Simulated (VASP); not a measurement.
# Zr2HS4 in VASP: further runs

Zr2HS4 is run at these levels: PBE+D3(BJ); tasks: single point.

Everything below comes from runs of VASP 6.6.1. Logs are shortened: lines on timing, memory, paths and dates and some standing lists are left out, and cuts for length are marked.

**1. The cell of the first run**

The cell holds a slab with vacuum, 14 atoms: a = 7.298 Å, b = 7.298 Å, c = 20.917 Å, α = 90.00°, β = 90.00°, γ = 120.00°.

**2. Single point, PBE+D3(BJ)**

Contents of INCAR:

```
SYSTEM = Zr2HS4
PREC = Accurate ; ENCUT = 400
EDIFF = 1E-6 ; ISMEAR = 0
SIGMA = 0.05 ; LREAL = .FALSE.
LASPH = .TRUE. ; NELM = 120
ALGO = Normal ; ISIF = 2
LWAVE = .FALSE. ; LCHARG = .FALSE.
LDIPOL = .TRUE. ; IDIPOL = 3
DIPOL = 0.5 0.5 0.283 ; GGA = PE
IVDW = 12 ; NBANDS = 62
GGA_COMPAT = .FALSE. ; NELMDL = -8
```

Contents of KPOINTS:

```
regular mesh
0
G
  6 6 1
  0 0 0
```

Contents of POSCAR:

```
Zr2HS4
1.0
    7.2976778227      0.0000000000      0.0000000000
   -3.6488389114      6.3199743831      0.0000000000
    0.0000000000      0.0000000000     20.9171506047
S Zr H
8 4 2
Direct
    0.3333333333      0.1666666667      0.1912306354
    0.3333333333      0.6666666667      0.1912306354
    0.8333333333      0.1666666667      0.1912306354
    0.8333333333      0.6666666667      0.1912306354
    0.1666666667      0.3333333333      0.3306927762
    0.1666666667      0.8333333333      0.3306927762
    0.6666666667      0.3333333333      0.3306927762
    0.6666666667      0.8333333333      0.3306927762
    0.0000000000      0.0000000000      0.2609617058
    0.0000000000      0.5000000000      0.2609617058
    0.5000000000      0.0000000000      0.2609617058
    0.5000000000      0.5000000000      0.2609617058
    0.3803136712      0.7606273424      0.4134000260
    0.4530196621      0.9060393242      0.4134000260
```

Potentials or basis: VASP PAW PBE potentials, release 64 (S, Zr_sv, H).

Started as:

```sh
$ cat potpaw_PBE.64/S/POTCAR potpaw_PBE.64/Zr_sv/POTCAR potpaw_PBE.64/H/POTCAR > POTCAR
$ mpirun -np 1 vasp_std > vasp.out
```

OUTCAR:

```text
SYSTEM = Zr2HS4
   PREC = Accurate
   ENCUT = 400
   EDIFF = 1E-6
   ISMEAR = 0
   LREAL = .FALSE.
   LASPH = .TRUE.
   NELM = 120
   ISIF = 2
   GGA = PE
   IVDW = 12
   NELMDL = -8
 IVDW          = 12

 ion  position               nearest neighbor table
   1  0.333  0.167  0.191-   9 2.56  12 2.56  11 2.56
   2  0.333  0.667  0.191-  10 2.56  11 2.56  12 2.56
   3  0.833  0.167  0.191-  11 2.56  10 2.56   9 2.56
   4  0.833  0.667  0.191-  12 2.56   9 2.56  10 2.56
   5  0.167  0.333  0.331-  12 2.56   9 2.56  10 2.56
   6  0.167  0.833  0.331-  11 2.56  10 2.56   9 2.56
   7  0.667  0.333  0.331-  10 2.56  11 2.56  12 2.56
   8  0.667  0.833  0.331-   9 2.56  12 2.56  11 2.56
   9  0.000  0.000  0.261-   1 2.56   8 2.56   5 2.56   4 2.56   6 2.56   3 2.56  12 3.65  12 3.65
                            11 3.65  11 3.65  10 3.65  10 3.65
  10  0.000  0.500  0.261-   2 2.56   7 2.56   6 2.56   3 2.56   4 2.56   5 2.56  11 3.65  11 3.65
                            12 3.65  12 3.65   9 3.65   9 3.65
  11  0.500  0.000  0.261-   3 2.56   6 2.56   2 2.56   7 2.56   1 2.56   8 2.56  10 3.65  10 3.65
                             9 3.65   9 3.65  12 3.65  12 3.65
  12  0.500  0.500  0.261-   4 2.56   5 2.56   1 2.56   8 2.56   7 2.56   2 2.56   9 3.65   9 3.65
                            10 3.65  10 3.65  11 3.65  11 3.65
  13  0.380  0.761  0.413-
  14  0.453  0.906  0.413-

  LATTYP: Found a hexagonal cell.
 ALAT       =     7.2976778227
 C/A-ratio  =     2.8662748771

  Lattice vectors:

 A1 = (   7.2976778227,   0.0000000000,   0.0000000000)
 A2 = (  -3.6488389114,   6.3199743831,   0.0000000000)
 A3 = (   0.0000000000,   0.0000000000,  20.9171506047)

Analysis of symmetry for initial positions (statically):
=====================================================================
 Subroutine PRICEL returns:
 Original cell was already a primitive cell.

 Routine SETGRP: Setting up the symmetry group for a
 hexagonal supercell.

 Subroutine GETGRP returns: Found  2 space group operations
 (whereof  2 operations were pure point group operations)
 out of a pool of 24 trial point group operations.

The static configuration has the point symmetry C_1h.

Analysis of symmetry for dynamics (positions and initial velocities):
=====================================================================
 Subroutine PRICEL returns:
 Original cell was already a primitive cell.

 Routine SETGRP: Setting up the symmetry group for a
 hexagonal supercell.

 Subroutine GETGRP returns: Found  2 space group operations
 (whereof  2 operations were pure point group operations)
 out of a pool of 24 trial point group operations.

The dynamic configuration has the point symmetry C_1h.

 Subroutine INISYM returns: Found  2 space group operations
 (whereof  2 operations are pure point group operations),
 and found     1 'primitive' translations

----------------------------------------------------------------------------------------

                                     Primitive cell

  volume of cell :     964.7228

  direct lattice vectors                    reciprocal lattice vectors
     7.297677823  0.000000000  0.000000000     0.137029891  0.079114245  0.000000000
    -3.648838911  6.319974383  0.000000000     0.000000000  0.158228489  0.000000000
     0.000000000  0.000000000 20.917150605     0.000000000  0.000000000  0.047807659

  length of vectors
     7.297677823  7.297677823 20.917150605     0.158228489  0.158228489  0.047807659

  position of ions in fractional coordinates (direct lattice)
     0.333333333  0.166666667  0.191230635
     0.333333333  0.666666667  0.191230635
     0.833333333  0.166666667  0.191230635
     0.833333333  0.666666667  0.191230635
     0.166666667  0.333333333  0.330692776
     0.166666667  0.833333333  0.330692776
     0.666666667  0.333333333  0.330692776
     0.666666667  0.833333333  0.330692776
     0.000000000  0.000000000  0.260961706
     0.000000000  0.500000000  0.260961706
     0.500000000  0.000000000  0.260961706
     0.500000000  0.500000000  0.260961706
     0.380313671  0.760627342  0.413400026
     0.453019662  0.906039324  0.413400026

[... 40 lines left out ...]

 Found     13 irreducible k-points:

 Following reciprocal coordinates:
            Coordinates               Weight
  0.000000  0.000000  0.000000      1.000000
  0.166667  0.000000  0.000000      4.000000
  0.000000  0.166667  0.000000      2.000000
  0.333333  0.000000  0.000000      4.000000
  0.000000  0.333333  0.000000      2.000000
  0.500000  0.000000  0.000000      2.000000
  0.000000  0.500000  0.000000      1.000000
  0.166667  0.166667  0.000000      4.000000
 -0.333333  0.166667  0.000000      2.000000
  0.333333  0.166667  0.000000      4.000000
 -0.166667  0.500000  0.000000      4.000000
  0.500000  0.333333  0.000000      4.000000
  0.333333  0.333333  0.000000      2.000000
   k-points           NKPTS =     13   k-points in BZ     NKDIM =     13   number of bands    NBANDS=     62
   number of dos      NEDOS =    301   number of ions     NIONS =     14
   total plane-waves  NPLWV = 322560
   dimension x,y,z NGX =    48 NGY =   48 NGZ =  140
   dimension x,y,z NGXF=    96 NGYF=   96 NGZF=  280
   ions per type =               8   4   2
   NGX,Y,Z   is equivalent  to a cutoff of  10.93, 10.93, 11.13 a.u.
   NGXF,Y,Z  is equivalent  to a cutoff of  21.87, 21.87, 22.25 a.u.
 SYSTEM =  Zr2HS4
   PREC   = accura    normal or accurate (medium, high low for compatibility)
   ISTART =      0    job   : 0-new  1-cont  2-samecut
   ICHARG =      2    charge: 1-file 2-atom 10-const
   ISPIN  =      1    spin polarized calculation?
   LNONCOLLINEAR =      F non collinear calculations
   LSORBIT =      F    spin-orbit coupling
   LASPH  =      T    aspherical Exc in radial PAW
   ENCUT  =  400.0 eV  29.40 Ry    5.42 a.u.  11.90 11.90 34.11*2*pi/ulx,y,z
   NELM   =    120;   NELMIN=  2; NELMDL= -8     # of ELM steps
   EDIFF  = 0.1E-05   stopping-criterion for ELM
   LREAL  =      F    real-space projection
   EDIFFG = 0.1E-04   stopping-criterion for IOM
   NSW    =      0    number of steps for IOM
   IBRION =     -1    ionic relax: 0-MD 1-quasi-New 2-CG
   NFREE  =      0    steps in history (QN), initial steepest desc. (CG)
   ISIF   =      2    stress and relaxation
   ISYM   =      2    0-nonsym 1-usesym 2-fastsym
   POTIM  = 0.5000    time-step for ionic-motion
   TEBEG  =    0.0;   TEEND  =   0.0 temperature during run
   PSTRESS=    0.0 pullay stress
   NELECT =      98.0000    total number of electrons
   NUPDOWN=      -1.0000    fix difference up-down
   EMIN   =  10.00;   EMAX   =-10.00  energy-range for DOS
   EFERMI =   0.00;   METHOD = LEGACY
   ISMEAR =     0;   SIGMA  =   0.05  broadening in eV -4-tet -1-fermi 0-gaus
   EFERMI_NEDOS =   21; number of points for ismear=-14 and -15
   IALGO  =     38    algorithm
   IMIX   =      4    mixing-type and parameters
     AMIX     =   0.40;   BMIX     =  1.00
     AMIX_MAG =   1.60;   BMIX_MAG =  1.00
  volume/ion in A,a.u.               =      68.91       465.02
  Fermi-wavevector in a.u.,A,eV,Ry     =   0.763864  1.443494  7.938838  0.583488
  Thomas-Fermi vector in A             =   1.863639
   LORBIT       =      0    0 simple, 1 ext, 2 COOP (PROOUT), +10 PAW based schemes
   GGA     = PE    functional components
   LHFCALC =     F    Hartree Fock is set to
   AEXX    =    0.0000 exact exchange contribution
   IVDW    =    12    specifies the selected vdW correction
   LEPSILON=     F    determine dielectric tensor
   LRPA    =     F    only Hartree local field effects (RPA)
 non-spin polarized calculation
 Gauss-broadening in eV      SIGMA  =   0.05
  energy-cutoff  :      400.00
  volume of cell :      964.72
 maximum number of plane-waves:     17598
   NGX = 23   NGY = 23   NGZ = 69

 dipolmoment           0.000000      0.000000      0.013063 electrons x Angstroem

 number of electron      98.0000015 magnetization

 dipolmoment           0.000000      0.000000     -0.020437 electrons x Angstroem

 Free energy of the ion-electron system (eV)
  ---------------------------------------------------
  ext. energy  EPLUGINS =         0.00000000
  ---------------------------------------------------
  free energy    TOTEN  =       -91.67829641 eV

  energy without entropy =      -91.67829641  energy(sigma->0) =      -91.67829641

 E-fermi :  -3.0165     XC(G=0):  -3.2639

 val. band max:       -3.2574278351   @ k =   0.0000   0.0000   0.0000
 cond. band min:      -2.1627060949   @ k =   0.0000   0.0000   0.0000
 fundamental gap:      1.0947217402
 Fermi energy:        -3.0165176609

 k-point     1 :       0.0000    0.0000    0.0000
  band No.  band energies     occupation
      1     -52.0951      2.00000
      2     -52.0810      2.00000
      3     -52.0671      2.00000
      4     -52.0558      2.00000
      5     -30.2821      2.00000
      6     -30.2713      2.00000
[... 821 lines left out ...]
     60       0.3135      0.00000
     61       0.3421      0.00000
 [bands above 61 left out]

------------------------ aborting loop because EDIFF is reached ----------------------------------------

 vacuum level on the upper side and lower side of the slab       (xc-potential included)        -0.177        -0.087

 Edisp (eV)   -3.12404

 E8    (eV) :    -1.3896

  FORCE on cell =-STRESS in cart. coord.  units (eV):
  Direction    XX          YY          ZZ          XY          YZ          ZX
  --------------------------------------------------------------------------------------
  -------------------------------------------------------------------------------------
  Total       1.03005    -3.74309     1.86316     0.00000    -0.26937     0.00000
  in kB       1.71068    -6.21638     3.09427     0.00000    -0.44735     0.00000
  external pressure =       -0.47 kB  Pullay stress =        0.00 kB

 VOLUME and BASIS-vectors are now :
 -----------------------------------------------------------------------------
  energy-cutoff  :      400.00
  volume of cell :      964.72
      direct lattice vectors                 reciprocal lattice vectors
     7.297677823  0.000000000  0.000000000     0.137029891  0.079114245  0.000000000
    -3.648838911  6.319974383  0.000000000     0.000000000  0.158228489  0.000000000
     0.000000000  0.000000000 20.917150605     0.000000000  0.000000000  0.047807659

 POSITION                                       TOTAL-FORCE (eV/Angst)
 -----------------------------------------------------------------------------------
      1.82442      1.05333      4.00000         0.015179      0.007248     -0.013141
     -0.00000      4.21332      4.00000         0.000000     -0.003351      0.023314
      5.47326      1.05333      4.00000        -0.015179      0.007248     -0.013141
      3.64884      4.21332      4.00000         0.000000     -0.037717     -0.030505
      0.00000      2.10666      6.91715        -0.000000      0.025440      0.083533
     -1.82442      5.26665      6.91715        -0.339356      0.010592     -0.414896
      3.64884      2.10666      6.91715         0.000000     -0.022143      0.078563
      1.82442      5.26665      6.91715         0.339356      0.010592     -0.414896
      0.00000      0.00000      5.45858         0.000000     -0.068165     -0.000947
     -1.82442      3.15999      5.45858        -0.004152      0.096142     -0.030993
      3.64884      0.00000      5.45858         0.000000     -0.014100     -0.206187
      1.82442      3.15999      5.45858         0.004152      0.096142     -0.030993
     -0.00000      4.80715      8.64715        -0.000000      3.220030      0.473822
     -0.00000      5.72615      8.64715         0.000000     -3.327961      0.496468
 -----------------------------------------------------------------------------------
    total drift:                                0.000000      0.000001      0.000675

  FREE ENERGIE OF THE ION-ELECTRON SYSTEM (eV)
  ---------------------------------------------------
  free  energy   TOTEN  =       -94.8023376787 eV

  energy  without entropy=      -94.8023376787  energy(sigma->0) =      -94.80233768

 vacuum level on the upper side and lower side of the slab         2.994         3.088
```

Wall time 20 min (1 thread of Intel Xeon Platinum 8259CL at 2.50GHz (Skylake/Cascade Lake), shared host); peak memory 0.9 GiB.

What came out:

```
Free energy                : -94.8023 eV
Largest force              : 3.365 eV/Å
Band gap on the k mesh     : 1.09 eV
Dispersion energy per atom : -0.223 eV
```

Forces on the atoms (eV/Å):
```
S    0.015  0.007 -0.013
S    0.000 -0.003  0.023
S   -0.015  0.007 -0.013
S    0.000 -0.038 -0.031
S    0.000  0.025  0.084
S   -0.339  0.011 -0.415
S    0.000 -0.022  0.079
S    0.339  0.011 -0.415
Zr   0.000 -0.068 -0.001
Zr  -0.004  0.096 -0.031
Zr   0.000 -0.014 -0.206
Zr   0.004  0.096 -0.031
H    0.000  3.220  0.474
H    0.000 -3.328  0.496
```

**3. Single point, PBE+D3(BJ)**

Contents of INCAR:

```
SYSTEM = Zr2HS4
PREC = Accurate
ENCUT = 400
EDIFF = 1E-6
ISMEAR = 0
SIGMA = 0.05
LREAL = .False.
LASPH = .True.
NELM = 120
ALGO = Normal
ISIF = 2
LWAVE = .False.
LCHARG = .True.
LDIPOL = .True.
IDIPOL = 3
DIPOL = 0.5 0.5 0.296
GGA = PE
IVDW = 12
LELF = .True.
LVHAR = .True.
LVACPOTAV = .True.
NBANDS = 62
GGA_COMPAT = .False.
NELMDL = -8
```

Contents of KPOINTS:

```
Automatic mesh
0
Gamma
  6 6 1
  0 0 0
```

Edit POSCAR of step 2 so:

```diff
@@ -20,3 +20,3 @@
     0.5000000000      0.5000000000      0.2609617058
-    0.3803136712      0.7606273424      0.4134000260
-    0.4530196621      0.9060393242      0.4134000260
+    0.3869988249      0.7739976498      0.5028003481
+    0.4463345084      0.8926690169      0.5028003481
```

Potentials or basis: VASP PAW PBE potentials, release 64 (S, Zr_sv, H).

Started as:

```sh
$ cat potpaw_PBE.64/S/POTCAR potpaw_PBE.64/Zr_sv/POTCAR potpaw_PBE.64/H/POTCAR > POTCAR
$ mpirun -np 1 vasp_std > vasp.out
```

It took 16 min on 1 thread of Intel Xeon 6975P-C (Granite Rapids), shared host; peak memory 0.88 GiB.

The run converged. Its results:

- Free energy: -95.4591 eV
- Largest force: 0.041 eV/Å
- Band gap on the k mesh: 1.10 eV
- Dispersion energy per atom: -0.213 eV

Forces on the atoms (eV/Å):
```
S    0.000  0.001 -0.010
S    0.000 -0.001 -0.008
S    0.000  0.001 -0.010
S    0.000 -0.001 -0.009
S    0.000  0.002  0.016
S    0.002  0.000  0.013
S    0.000 -0.001  0.016
S   -0.002  0.000  0.013
Zr   0.000 -0.005  0.003
Zr   0.000  0.005  0.000
Zr   0.000 -0.006  0.005
Zr   0.000  0.005  0.000
H    0.000 -0.038 -0.015
H    0.000  0.038 -0.015
```

Levels at points of the mesh, in eV from the valence-band top:
| k point | band 46 | band 47 | band 48 | band 49 | band 50 | band 51 | band 52 | band 53 |
| --- | --- | --- | --- | --- | --- | --- | --- | --- |
| (0.00, 0.00, 0.00) | -0.92 | -0.88 | 0.00 | 0.00 | 1.10 | 1.10 | 1.10 | 1.69 |
| (0.50, 0.00, 0.00) | -0.85 | -0.85 | -0.50 | -0.49 | 1.48 | 1.48 | 2.28 | 2.28 |
| (0.00, 0.50, 0.00) | -0.85 | -0.85 | -0.50 | -0.49 | 1.48 | 1.48 | 2.28 | 2.28 |

[end of part 1 of 2]
